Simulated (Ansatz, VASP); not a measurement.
# Two plane-wave programs on C

Contents of INCAR:

```
SYSTEM = C
PREC = Accurate
ENCUT = 520
EDIFF = 1E-7
ISMEAR = 0
SIGMA = 0.1
LREAL = .False.
LASPH = .True.
NELM = 100
ALGO = Fast
ISIF = 2
LWAVE = .False.
LCHARG = .False.
GGA = PE
NBANDS = 11
```

Contents of KPOINTS:

```
Automatic mesh
0
Gamma
  8 8 8
  0 0 0
```

Contents of POSCAR:

```
C
1.0
    0.0000000000      2.1270000000      3.3480000000
    1.2280000000      0.0000000000      3.3480000000
    1.2280000000      2.1270000000      0.0000000000
C
2
Direct
    0.1666700000      0.8333300000      0.1666700000
    0.8333300000      0.1666700000      0.8333300000
```

Input for Ansatz:

```yaml
crystal:
  lattice:
    - [0.0, 2.127, 3.348]
    - [1.228, 0.0, 3.348]
    - [1.228, 2.127, 0.0]
  atoms:
    - { symbol: C, position: [0.16667, 0.83333, 0.16667] }
    - { symbol: C, position: [0.83333, 0.16667, 0.83333] }
basis:
  ecutwfc: 420
kpoints:
  mp_grid: { grid: [8, 8, 8] }
hamiltonian:
  xc: pbe
scf:
  occupations: { method: gaussian, width: 0.1 }
output:
  forces: true
  stress: true
  eigenvalues: true
```

Alike in both runs: task single point; functional PBE; k mesh 8 × 8 × 8; occupations gaussian, width 0.1 eV; no spin polarisation.

|  | VASP | Ansatz |
| --- | --- | --- |
| version | VASP 6.6.1 | Ansatz 0.2.0 |
| potentials or method | VASP PAW PBE potentials, release 64 (C), cutoff 520 eV | scalar-relativistic, plane waves, PAW |
| valence electrons in the cell | 8 | 8 |

|  | VASP | Ansatz | Ansatz less VASP |
| --- | --- | --- | --- |
| gap on the k mesh at the Fermi level (eV) | 1.06 | 1.06 | +0.002 |
| least direct gap on the mesh (eV) | 1.36 | 1.36 | +0.001 |
| pressure (GPa) | 5.0 | 4.6 | -0.45 |
| traceless stress, the component that is largest in VASP (GPa) | -1.23 | -0.69 | +0.537 |
| rms of the force components (eV/Å) | 0.026 | 0.026 | 0.0000 |

Atom by atom the forces differ by 0.000 eV/Å (rms over components). The functional is the same, so the differences come from potentials, cutoffs and numerics.
